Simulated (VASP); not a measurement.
# Li17Nb15O48 (a cell with a defect) in VASP: single point with r2SCAN

Aim: the single point of Li17Nb15O48 (a cell with a defect) with r2SCAN.

Program: VASP 6.6.1. These are calculated values, not measurements. Logs are shortened: lines on timing, memory, paths and dates and some standing lists are left out, and cuts for length are marked.

**1. The cell of the first run**

The cell holds a defect, 80 atoms: a = 11.101 Å, b = 11.101 Å, c = 11.101 Å, α = 55.75°, β = 55.75°, γ = 55.75°.

**2. Single point, r2SCAN**

Input file POSCAR:

```
Li17Nb15O48
1.0
    5.1899002704      2.9963903182      9.3444464955
   -5.1899002704      2.9963903182      9.3444464955
    0.0000000000     -5.9927806363      9.3444464955
Li Nb O
17 15 48
Direct
    0.3618018172      0.3523637440      0.3531006258
    0.0776378998      0.0963881583      0.1232182974
    0.5414661674      0.4861293032      0.5110181052
    0.3640282690      0.3762510679      0.8602519868
    0.1077772640      0.1042465958      0.6077354422
    0.3696510343      0.8506606433      0.3721791815
    0.1214754793      0.6216991503      0.0988292654
    0.3502898596      0.8545564503      0.8661012650
    0.0991341303      0.6118739607      0.6173656160
    0.8478220877      0.3571580649      0.3622127040
    0.6147922710      0.1071318039      0.1149480375
    0.8564705914      0.3564741830      0.8747731244
    0.6134236754      0.1179977590      0.6009326947
    0.8588029592      0.8622293501      0.3584288684
    0.6128368484      0.6130120517      0.0947921107
    0.8687183524      0.8674203508      0.8440747075
    0.5959798005      0.6061171842      0.6099434718
    0.2466534483      0.2467344089      0.2458061236
    0.5007755763      0.4941090562      0.9990073920
    0.2475043442      0.2387450955      0.7472425404
    0.5015028129      0.9994888533      0.4970976350
    0.2412464753      0.7366549393      0.2555847923
    0.5289226623      1.0032699700      0.9809037889
    0.2510145704      0.7543909252      0.7458008810
    1.0008557982      0.4949281286      0.4982459264
    0.7357455028      0.2554100907      0.2651170352
    0.9847261109      0.5316647059      1.0012614949
    0.7548206176      0.2587443495      0.7377745381
    1.0034543363      0.9938226296      0.4960761192
    0.7453647897      0.7503979092      0.2595650222
    0.9903858929      1.0095065348      1.0002539314
    0.7479690687      0.7509591744      0.7462687353
    0.1376975103      0.3180989331      0.4419378454
    0.3220341673      0.4369341817      0.1393067094
    0.4444087561      0.1364639397      0.3210822217
    0.1981408652      0.0652791626      0.3884380281
    0.3870757015      0.1892921216      0.0685751133
    0.0698096931      0.3821113611      0.1910012645
    0.1635435830      0.3544926329      0.9003979534
    0.2546183789      0.4276054652      0.7332299963
    0.4466674159      0.1257859109      0.8256670842
    0.1970588038      0.0633766293      0.9063249367
    0.3929203596      0.1969347627      0.5644230049
    0.0660863297      0.3723678341      0.7001405608
    0.1369679138      0.8112512687      0.4498039869
    0.3555938693      0.8980796979      0.1602290996
    0.4325436126      0.7323309597      0.2500625987
    0.2027111488      0.5510697152      0.4045113739
    0.3749782189      0.6898664818      0.0741316878
    0.0660773620      0.8884605414      0.2035263089
    0.1401194303      0.8297707111      0.9449393170
    0.3204780000      0.9482172734      0.6401397380
    0.4466303820      0.6374057135      0.8209128328
    0.1908573793      0.5780778066      0.9003154121
    0.3868807076      0.6961163583      0.5763274523
    0.0703630881      0.8943804352      0.6904721254
    0.6513824250      0.3166601236      0.4299706246
    0.8312693103      0.4451550092      0.1261339213
    0.9523694429      0.1335641543      0.3165509329
    0.6926603541      0.0671218923      0.3896596565
    0.8955718011      0.1919861151      0.0711332083
    0.5667997485      0.3957190723      0.1919152531
    0.6430937663      0.3150976745      0.9477143830
    0.8169102460      0.4472317465      0.6358033585
    0.9466807527      0.1405564394      0.8166836573
    0.7037645327      0.0646082901      0.8867288541
    0.8898316575      0.1957550545      0.5657519997
    0.5703816583      0.3814208063      0.7079120276
    0.6410346664      0.8153161001      0.4480816823
    0.8191866494      0.9466958372      0.1446651049
    0.9542366219      0.6387040701      0.3165938541
    0.7076983631      0.5703473085      0.3809235815
    0.8897549302      0.7060171365      0.0632369851
    0.5759485615      0.8960094763      0.1934021256
    0.6488338066      0.8166663833      0.9417046200
    0.8193201026      0.9471236750      0.6366036839
    0.9447709054      0.6480047561      0.8157488408
    0.6917658896      0.5731334293      0.8911645659
    0.8936391582      0.6883495779      0.5724179864
    0.5693328204      0.8887073653      0.6953581816
```

Input file INCAR.step1:

```
PREC = Accurate
ENCUT = 720
ISMEAR = -1
SIGMA = 0.01
LREAL = Auto
LASPH = True
NELM = 120
NBANDS = 313
GGA = PE
ALGO = Normal
EDIFF = 1E-5
LWAVE = True
LCHARG = False
GGA_COMPAT = False
```

Input file INCAR.step2:

```
PREC = Accurate
ENCUT = 720
EDIFF = 1E-6
ISMEAR = -1
SIGMA = 0.01
LREAL = Auto
LASPH = True
NELM = 120
ALGO = Normal
ISIF = 2
LWAVE = False
LCHARG = False
METAGGA = R2SCAN
LMIXTAU = True
NBANDS = 313
ISTART = 1
GGA_COMPAT = False
```

Input file KPOINTS:

```
regular mesh
0
Gamma
  1 1 1
```

Potentials or basis: VASP PAW PBE potentials, release 64 (Li_sv, Nb_sv, O).

Command:

```sh
$ cat potpaw_PBE.64/Li_sv/POTCAR potpaw_PBE.64/Nb_sv/POTCAR potpaw_PBE.64/O/POTCAR > POTCAR
$ cp INCAR.step1 INCAR
$ mpirun -np 1 vasp_gam > vasp.out
$ cp INCAR.step2 INCAR
$ mpirun -np 1 vasp_gam > vasp.out
```

OUTCAR:

```text
PREC = Accurate
   ENCUT = 720
   EDIFF = 1E-6
   ISMEAR = -1
   LREAL = Auto
   LASPH = True
   NELM = 120
   ISIF = 2
   METAGGA = R2SCAN
   ISTART = 1

 ion  position               nearest neighbor table
   1  0.362  0.352  0.353-  48 2.05  43 2.07  62 2.07  35 2.20  34 2.22  33 2.28
   2  0.078  0.096  0.123-  59 1.92  61 1.94  50 2.01  42 2.13  31 2.78
   3  0.541  0.486  0.511-  68 1.93  72 1.95  57 1.98  55 2.21  17 2.58
   4  0.364  0.376  0.860-  68 1.95  40 2.01  54 2.06  37 2.09  39 2.14
   5  0.108  0.104  0.608-  65 2.08  52 2.09  33 2.10  56 2.17  36 2.25  67 2.25
   6  0.370  0.851  0.372-  55 1.96  47 1.99  36 2.08  74 2.12  46 2.18
   7  0.121  0.622  0.099-  51 2.00  34 2.08  71 2.10  54 2.13
   8  0.350  0.855  0.866-  49 2.04  42 2.08  51 2.11  80 2.17  53 2.25  52 2.26
   9  0.099  0.612  0.617-  77 1.98  45 2.02  40 2.09  79 2.19  48 2.29
  10  0.848  0.357  0.362-  72 2.03  67 2.05  57 2.10  38 2.16
  11  0.615  0.107  0.115-  70 2.02  35 2.05  63 2.05  74 2.20
  12  0.856  0.356  0.875-  61 1.99  44 2.05  78 2.08  63 2.26
  13  0.613  0.118  0.601-  57 2.02  76 2.07  41 2.13  60 2.28
  14  0.859  0.862  0.358-  50 2.02  60 2.03  79 2.13  70 2.22
  15  0.613  0.613  0.095-  75 2.02  47 2.11  78 2.13  58 2.15  62 2.25
  16  0.869  0.867  0.844-  56 1.97  66 2.01  73 2.11  76 2.23  77 2.23
  17  0.596  0.606  0.610-  53 2.06  55 2.11  69 2.11  64 2.14  68 2.21  72 2.28   3 2.58
  18  0.247  0.247  0.246-  38 1.86  36 1.88  37 1.88  34 2.15  33 2.17  35 2.21
  19  0.501  0.494  0.999-  63 1.87  53 1.88  34 1.90  62 2.13  49 2.16  78 2.18
  20  0.248  0.239  0.747-  42 1.86  43 1.86  44 1.87  40 2.06  39 2.18  41 2.24
  21  0.502  0.999  0.497-  35 1.87  52 1.89  69 1.90  60 2.10  43 2.16  80 2.17
  22  0.241  0.737  0.256-  50 1.85  49 1.86  48 1.88  47 2.06  45 2.19  46 2.20
  23  0.529  0.003  0.981-  41 1.84  75 1.87  66 1.93  37 2.14  46 2.15  74 2.19
  24  0.251  0.754  0.746-  55 1.82  56 1.90  54 1.90  52 2.15  53 2.18  51 2.23
  25  0.001  0.495  0.498-  71 1.87  33 1.87  64 1.89  44 2.16  48 2.17  79 2.17
  26  0.736  0.255  0.265-  57 1.86  62 1.90  60 1.91  61 2.07  59 2.23  58 2.23
  27  0.985  0.532  0.001-  58 1.85  77 1.87  73 1.93  54 2.13  38 2.15  39 2.16
  28  0.755  0.259  0.738-  68 1.81  67 1.87  66 2.00  64 2.05  65 2.16  63 2.21
  29  0.003  0.994  0.496-  59 1.87  45 1.87  76 1.89  56 2.15  36 2.16  67 2.21
  30  0.745  0.750  0.260-  72 1.81  74 1.87  73 1.99  69 2.07  70 2.18  71 2.20
  31  0.990  0.010  0.000-  70 1.86  65 1.87  51 1.90  61 2.07  42 2.20  50 2.25   2 2.78
  32  0.748  0.751  0.746-  80 1.86  79 1.89  78 1.89  75 2.15  76 2.17  77 2.18
  33  0.138  0.318  0.442-  25 1.87   5 2.10  18 2.17   1 2.28
  34  0.322  0.437  0.139-  19 1.90   7 2.08  18 2.15   1 2.22
  35  0.444  0.136  0.321-  21 1.87  11 2.05   1 2.20  18 2.21
  36  0.198  0.065  0.388-  18 1.88   6 2.08  29 2.16   5 2.25
  37  0.387  0.189  0.069-  18 1.88   4 2.09  23 2.14
  38  0.070  0.382  0.191-  18 1.86  27 2.15  10 2.16
  39  0.164  0.354  0.900-  40 1.50   4 2.14  27 2.16  20 2.18
[... 323 lines left out ...]
   EMIN   =  10.00;   EMAX   =-10.00  energy-range for DOS
   EFERMI =   0.00;   METHOD = LEGACY
   ISMEAR =    -1;   SIGMA  =   0.01  broadening in eV -4-tet -1-fermi 0-gaus
   EFERMI_NEDOS =   21; number of points for ismear=-14 and -15
   IALGO  =     38    algorithm
   IMIX   =      4    mixing-type and parameters
     AMIX     =   0.40;   BMIX     =  1.00
     AMIX_MAG =   1.60;   BMIX_MAG =  1.00
  volume/ion in A,a.u.               =      10.90        73.55
  Fermi-wavevector in a.u.,A,eV,Ry     =   1.390276  2.627242 26.298275  1.932869
  Thomas-Fermi vector in A             =   2.514227
   LORBIT       =      0    0 simple, 1 ext, 2 COOP (PROOUT), +10 PAW based schemes
   METAGGA = R2SCAN    functional components
   LHFCALC =     F    Hartree Fock is set to
   AEXX    =    0.0000 exact exchange contribution
   IVDW    =     0    specifies the selected vdW correction
   LEPSILON=     F    determine dielectric tensor
   LRPA    =     F    only Hartree local field effects (RPA)
 non-spin polarized calculation
  energy-cutoff  :      720.00
  volume of cell :      871.89
 maximum number of plane-waves:     19155
 NGX is ok and might be reduce to    98
   NGX = 49   NGY = 49   NGZ = 49

 number of electron     534.0000008 magnetization

 Free energy of the ion-electron system (eV)
  ---------------------------------------------------
  ext. energy  EPLUGINS =         0.00000000
  ---------------------------------------------------
  free energy    TOTEN  =      -915.79245845 eV

  energy without entropy =     -915.79245845  energy(sigma->0) =     -915.79245845

 E-fermi :   3.4071     XC(G=0): -11.1819

 val. band max:        3.0123931527   @ k =   0.0000   0.0000   0.0000
 cond. band min:       6.4198656519   @ k =   0.0000   0.0000   0.0000
 fundamental gap:      3.4074724992
 Fermi energy:         3.4070923085

 k-point     1 :       0.0000    0.0000    0.0000
  band No.  band energies     occupation
      1     -53.4005      2.00000
      2     -53.3920      2.00000
      3     -53.3547      2.00000
      4     -53.3402      2.00000
      5     -53.2792      2.00000
      6     -53.2647      2.00000
[... 271 lines left out ...]
    278       7.1918      0.00000
    279       7.2245      0.00000
 [bands above 279 left out]

------------------------ aborting loop because EDIFF is reached ----------------------------------------

  FORCE on cell =-STRESS in cart. coord.  units (eV):
  Direction    XX          YY          ZZ          XY          YZ          ZX
  --------------------------------------------------------------------------------------
  -------------------------------------------------------------------------------------
  Total      -14.8129107    -14.4963239     -9.3976491      0.0588427      3.4234679      2.1111142
  in kB      -27.2200399    -26.6382834    -17.2690154      0.1081287      6.2909265      3.8793600
  external PRESSURE =     -23.7091129 kB  Pullay stress =       0.0000000 kB

 VOLUME and BASIS-vectors are now :
 -----------------------------------------------------------------------------
  energy-cutoff  :      720.00
  volume of cell :      871.89
      direct lattice vectors                 reciprocal lattice vectors
     5.189900270  2.996390318  9.344446495     0.096340965  0.055622482  0.035671811
    -5.189900270  2.996390318  9.344446495    -0.096340965  0.055622482  0.035671811
     0.000000000 -5.992780636  9.344446495     0.000000000 -0.111244964  0.035671811

 POSITION                                       TOTAL-FORCE (eV/Angst)
 -----------------------------------------------------------------------------------
      0.04898      0.02386      9.97301        -0.016837     -0.020747     -0.013118
     -0.09731     -0.21697      2.77758        -0.019848     -0.006402     -0.015500
      0.28719      0.01666     14.37749        -0.010154     -0.006033      0.021226
     -0.06344     -2.93714     14.95608        -0.030193     -0.014230     -0.061248
      0.01832     -3.00672      7.66020        -0.000151     -0.002567     -0.013549
     -2.49639      1.42614     14.88095         0.015639      0.027434     -0.019567
[... 72 lines left out ...]
      1.06543      1.30988     20.13174        -0.014723     -0.084897      0.011678
     -1.65752      0.20173     20.12232         0.109537      0.049136      0.018800
 -----------------------------------------------------------------------------------
    total drift:                               -0.060630     -0.045026      0.094585

  FREE ENERGIE OF THE ION-ELECTRON SYSTEM (eV)
  ---------------------------------------------------
  free  energy   TOTEN  =      -915.7924584474 eV

  energy  without entropy=     -915.7924584474  energy(sigma->0) =     -915.79245845
```

Run time: 2.2 h. Hardware: 1 thread of AMD EPYC 7R13, shared host; peak memory 2 GiB.

Results:

* Free energy: -915.7925 eV
* Pressure: -2.4 GPa
* Largest force: 0.274 eV/Å
* Band gap on the k mesh: 3.41 eV

Forces in eV/Å, atoms in the order of the input:
```
Li  -0.017 -0.021 -0.013
Li  -0.020 -0.006 -0.015
Li  -0.010 -0.006  0.021
Li  -0.030 -0.014 -0.061
Li   0.000 -0.003 -0.014
Li   0.016  0.027 -0.020
Li  -0.006 -0.006 -0.019
Li  -0.024  0.002 -0.002
Li  -0.014 -0.014 -0.009
Li   0.014  0.023 -0.016
Li  -0.009 -0.011 -0.006
Li  -0.034 -0.015 -0.015
Li   0.017  0.028 -0.020
Li   0.015 -0.002 -0.032
Li   0.000  0.014 -0.009
Li  -0.001 -0.015 -0.034
Li   0.002 -0.014 -0.021
Nb  -0.002 -0.005 -0.029
Nb   0.000  0.016 -0.037
Nb   0.002 -0.021  0.006
Nb  -0.016 -0.004 -0.045
Nb  -0.021  0.052  0.024
Nb   0.026  0.013  0.000
Nb   0.071  0.045 -0.071
Nb  -0.008 -0.023 -0.051
Nb  -0.069 -0.059  0.093
Nb  -0.031  0.024 -0.020
Nb  -0.094  0.010 -0.074
Nb  -0.031  0.007 -0.001
Nb  -0.005 -0.075 -0.080
Nb   0.018 -0.025 -0.049
Nb  -0.013 -0.026 -0.016
O   -0.102  0.029  0.027
O    0.081  0.058  0.019
O    0.030 -0.105  0.037
O   -0.089  0.059  0.011
O   -0.005 -0.085  0.028
O    0.092  0.042  0.042
O   -0.047 -0.079  0.001
O    0.039  0.035 -0.082
O    0.052 -0.078  0.048
O   -0.105  0.107 -0.035
O   -0.019 -0.135 -0.008
O    0.124  0.043  0.057
O   -0.110  0.052  0.004
O   -0.072  0.083 -0.006
O    0.029 -0.066 -0.086
O   -0.114  0.082 -0.028
O   -0.019 -0.113  0.040
O    0.102  0.034  0.007
O   -0.091  0.034  0.009
O    0.077  0.070  0.023
O    0.015 -0.115  0.024
O   -0.094  0.061 -0.018
O   -0.140 -0.161  0.161
O    0.081  0.037  0.006
O    0.157  0.129 -0.166
O    0.040  0.086  0.065
O    0.028 -0.133  0.006
O   -0.088  0.034  0.020
O    0.060 -0.052 -0.041
O    0.085  0.023 -0.004
O   -0.113  0.039  0.038
O    0.102  0.067  0.002
O    0.018 -0.115  0.040
O   -0.081 -0.025 -0.074
O   -0.009 -0.091  0.027
O    0.229  0.015  0.150
O   -0.093  0.059  0.010
O    0.070  0.095  0.030
O    0.024 -0.119  0.039
O   -0.085  0.174  0.142
O    0.076 -0.062 -0.076
O    0.111  0.033  0.019
O   -0.096  0.075  0.023
O    0.097  0.058  0.004
O    0.014 -0.122  0.048
O   -0.078  0.079  0.022
O   -0.015 -0.085  0.012
O    0.110  0.049  0.019
```

Caveat: the k points lie up to 0.73 Å⁻¹ apart; the PAW data sets were made with another functional, which shifts forces and pressure a little.
